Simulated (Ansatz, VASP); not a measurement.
**AlSiN: VASP beside Ansatz**

Contents of INCAR:

```
SYSTEM = AlSiN
ALGO = Normal
EDIFF = 1E-6
ENCUT = 600
GGA = PE
GGA_COMPAT = .FALSE.
ISIF = 2
ISMEAR = 0
LASPH = .TRUE.
LCHARG = .FALSE.
LREAL = .FALSE.
LWAVE = .FALSE.
NBANDS = 13
NELM = 120
PREC = Accurate
SIGMA = 0.1
```

Contents of KPOINTS:

```
k-points
0
G
  6 6 6
  0 0 0
```

File POSCAR:

```
AlSiN
1.0
    3.6457866300      0.0000000000      0.0000000000
   -1.8228933200      3.1573438400      0.0000000000
    0.0000000000      0.0000000000      3.6615969000
Al Si N
1 1 1
Direct
    0.6666666700      0.3333333300      0.5000000000
    0.0000000000      0.0000000000      0.0000000000
    0.3333333300      0.6666666700      0.5000000000
```

Input for Ansatz:

```yaml
crystal:
  lattice:
    - [3.64578663, 0.0, 0.0]
    - [-1.82289332, 3.15734384, 0.0]
    - [0.0, 0.0, 3.6615969]
  atoms:
    - { symbol: Al, position: [0.66666667, 0.33333333, 0.5] }
    - { symbol: Si, position: [0.0, 0.0, 0.0] }
    - { symbol: "N", position: [0.33333333, 0.66666667, 0.5] }
basis:
  ecutwfc: 420
kpoints:
  mp_grid: { grid: [6, 6, 6] }
hamiltonian:
  xc: pbe
scf:
  occupations: { method: gaussian, width: 0.1 }
  lower_state_search: "off"
output:
  forces: true
  stress: true
  eigenvalues: true
```

Change from the starting cell: species swapped into the CeCuSi type (P-6m2, No. 187).

Alike in both runs: task single point; functional PBE; k mesh 6 × 6 × 6; occupations gaussian, width 0.1 eV; no spin polarisation.

```csv
,VASP,Ansatz
version,VASP 6.6.1,Ansatz 0.2.0
potentials or method,"VASP PAW PBE potentials, release 64 (Al, Si, N), cutoff 600 eV","scalar-relativistic, plane waves, PAW"
valence electrons in the cell,12,12
```

VASP gave:

* gap on the k mesh at the Fermi level (eV): none
* pressure (GPa): -10.5
* traceless stress, the component that is largest in VASP (GPa): 12.52

Question: Which values does Ansatz return?

Answer: gap on the k mesh at the Fermi level (eV): none; pressure (GPa): -10.4; traceless stress, the component that is largest in VASP (GPa): 12.50.

A gap of «none» marks a metal or a gap that the smearing closes. The functional is the same, so the differences come from potentials, cutoffs and numerics.
